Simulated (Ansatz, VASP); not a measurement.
## CdSe in VASP and in Ansatz

Contents of POSCAR:

```
CdSe
1.0
    3.0974465290      3.0974465290      0.0000000000
   -3.0974465290      3.0974465290      0.0000000000
    0.0000000000      3.0974465290      3.0221821635
Cd Se
1 1
Direct
    0.0000000000      0.0000000000      0.0000000000
    0.7500000000      0.2500000000      0.5000000000
```

The input INCAR.step1:

```
ALGO = Normal ; EDIFF = 1E-4
ENCUT = 520 ; GGA = PE
ISMEAR = 0 ; LASPH = T
LCHARG = F ; LREAL = F
LWAVE = T ; NBANDS = 16
NELM = 60 ; PREC = Accurate
SIGMA = 0.01
```

File INCAR.step2:

```
ALGO = Normal ; EDIFF = 1E-6
ENCUT = 520 ; ISIF = 2
ISMEAR = 0 ; ISTART = 1
LASPH = T ; LCHARG = F
LMIXTAU = T ; LREAL = F
LWAVE = F ; METAGGA = R2SCAN
NBANDS = 16 ; NELM = 60
PREC = Accurate ; SIGMA = 0.01
```

Contents of KPOINTS:

```
k-points
0
Gamma
  6 6 6
```

Input for Ansatz:

```yaml
crystal:
  lattice:
    - [3.09744652902, 3.09744652902, 0.0]
    - [-3.09744652902, 3.09744652902, 0.0]
    - [0.0, 3.09744652902, 3.02218216352]
  atoms:
    - { symbol: Cd, position: [0.0, 0.0, 0.0] }
    - { symbol: Se, position: [0.75, 0.25, 0.5] }
kpoints:
  mp_grid: { grid: [6, 6, 6] }
scf:
  occupations: { method: fixed }
  convergence: { dr2_threshold: 1.0e-10 }
hamiltonian:
  xc: r2scan
  pseudopotentials: { kind: paw }
output:
  forces: true
  stress: true
  eigenstates:
    kpoints:
      - [0.0, 0.0, 0.0]
      - [-0.5, -0.5, -0.5]
      - [-0.5, 0.5, 0.0]
      - [0.0, 0.0, -0.5]
      - [0.0, -0.5, -0.5]
      - [0.0, 0.5, 0.0]
      - [-0.5, 0.0, 0.0]
      - [-0.5, 0.0, -0.5]
  eigenvalues: true
```

Change from the starting cell: film at in-plane strain +0.01.

Alike in both runs: task single point; functional r2SCAN; k mesh 6 × 6 × 6; no spin polarisation.

|  | VASP | Ansatz |
| --- | --- | --- |
| version | VASP 6.6.1 | Ansatz 0.2.0 |
| potentials or method | VASP PAW PBE potentials, release 64 (Cd, Se) | PAW with Ansatz's default frozen-core files, scalar-relativistic |
| plane-wave cutoff (eV) | 520 | 500 |
| occupations | gaussian, width 0.01 eV | fixed |
| valence electrons in the cell | 18 | 36 |

|  | VASP | Ansatz | Ansatz less VASP |
| --- | --- | --- | --- |
| gap on the k mesh at the Fermi level (eV) | 0.97 | 0.98 | +0.010 |
| pressure (GPa) | 0.0 | -0.3 | -0.23 |
| traceless stress, the component that is largest in VASP (GPa) | 0.27 | 0.27 | +0.003 |

VASP's potentials were made for PBE, not for r2SCAN. VASP's potentials hold 18 valence electrons a cell and Ansatz's 36, so a difference there can come from the potentials and not from the codes.
